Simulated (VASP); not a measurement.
Input of a VASP 6.6.1 run:

INCAR

```
SYSTEM = SiC
PREC = Accurate ; ENCUT = 600
EDIFF = 1E-6 ; ISMEAR = -1
SIGMA = 0.05 ; LREAL = .False.
LASPH = .True. ; NELM = 60
ALGO = Normal ; ISIF = 3
LWAVE = .False. ; LCHARG = .False.
GGA = PE ; IBRION = 2
NSW = 32 ; EDIFFG = -0.005
PSTRESS = 3200.0
```

Contents of KPOINTS:

```
Automatic mesh
0
Gamma
  16 16 16
  0 0 0
```

File POSCAR:

```
SiC
1.0
    2.1895492718      0.0000000000      0.0000000000
    0.0000000000      2.1895492718      0.0000000000
    0.0000000000      0.0000000000      2.1895492718
Si C
1 1
Direct
    0.0000000000      0.0000000000      0.0000000000
    0.5000000000      0.5000000000      0.5000000000
```

Potentials or basis: VASP PAW PBE potentials, release 64 (Si, C).

Launch:

```sh
$ cat potpaw_PBE.64/Si/POTCAR potpaw_PBE.64/C/POTCAR > POTCAR
$ mpirun -np 1 vasp_std > vasp.out
```

**Question.** Predict the space group after relaxing (to 0.05 Å).

**Answer.** Pm-3m (No. 221).

**Question.** What does it give for the relaxed cell?

**Answer.** a = 2.189 Å, b = 2.189 Å, c = 2.189 Å, α = 90.00°, β = 90.00°, γ = 90.00°.

**Question.** Predict the band gap on the k mesh.

**Answer.** Zero (band 4 reaches 22.57 eV, above the bottom of band 5 at 18.00 eV).

Step by step:
```
step  energy change (eV)  largest force (eV/Å)  pressure (GPa)  volume (Å³)
   1              0.0000                0.0000          319.81        10.50
   2              0.0189                0.0000          320.89        10.49
   3              0.0033                0.0000          320.00        10.50
```

Caveat: the cell is relaxed towards a set pressure, so the enthalpy falls and the energy may rise.
